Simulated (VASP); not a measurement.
SnO:

```xyz
4
Lattice="3.3550 0.0000 0.0000 0.0000 5.6741 0.0000 0.0000 0.0000 4.2220" Properties=species:S:1:pos:R:3 pbc="T T T"
Sn    0.0000    1.3159    2.1665
Sn    1.6775    4.3582    0.0555
O     0.0000    5.0570    3.1110
O     1.6775    0.6171    1.0000
```

Base run:

| Item | Value |
| --- | --- |
| Program | VASP 6.6.1 |
| Functional | PBEsol |
| Potentials or basis | VASP PAW PBE potentials, release 64 (Sn_d, O_h) |
| Cutoff | 1340 eV |
| k mesh | 8 × 4 × 6 |
| Occupations | gaussian, width 0.01 eV |
| Spin | no spin polarisation |

Its results: band gap on the k mesh 1.33 eV (least direct gap 1.97 eV); pressure -2.9 GPa; largest force 0.358 eV/Å.

Task: The run is repeated on the same cell with these changes: k mesh from 8 × 4 × 6 to 4 × 4 × 4. What comes out?

Result: Band gap on the k mesh 1.64 eV (least direct gap 2.43 eV); pressure -3.0 GPa; largest force 0.351 eV/Å.

Caveats: some runs use coarse meshes; the PAW data sets were made with another functional, which shifts forces and pressure a little; spin-orbit coupling is left out, which moves the levels of the heavy elements.

A k mesh can miss the band edges.
